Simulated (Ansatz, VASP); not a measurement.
Two plane-wave programs on CsI

```
Cs I
1.0
     4.56030    0.00000    0.00000
     0.00000    4.56030    0.00000
     0.00000    0.00000    4.56030
Cs I
1 1
Direct
  0.00000 0.00000 0.00000
  0.50000 0.50000 0.50000
```

Alike in both runs: functional PBE; dispersion D3(BJ); k mesh 6 × 6 × 6; occupations gaussian, width 0.02 eV; no spin polarisation.

Ansatz relaxed the structure, and its values are those at the end. VASP's run is a single point on that final structure, the one shown.

|  | VASP | Ansatz |
| --- | --- | --- |
| version | VASP 6.6.1 | Ansatz 0.2.0 |
| potentials or method | VASP PAW PBE potentials, release 64 (Cs_sv, I), cutoff 500 eV | scalar-relativistic, plane waves, PAW |
| valence electrons in the cell | 16 | 26 |

VASP gave:

```
gap on the k mesh at the Fermi level (eV) : 3.89
least direct gap on the mesh (eV)         : 3.98
pressure (GPa)                            : 0.0
```

Which values does Ansatz return?

gap on the k mesh at the Fermi level (eV): 3.90; least direct gap on the mesh (eV): 3.99; pressure (GPa): 0.0.

VASP's potentials hold 16 valence electrons a cell and Ansatz's 26, so a difference there can come from the potentials and not from the codes.

Spin-orbit coupling is off throughout.
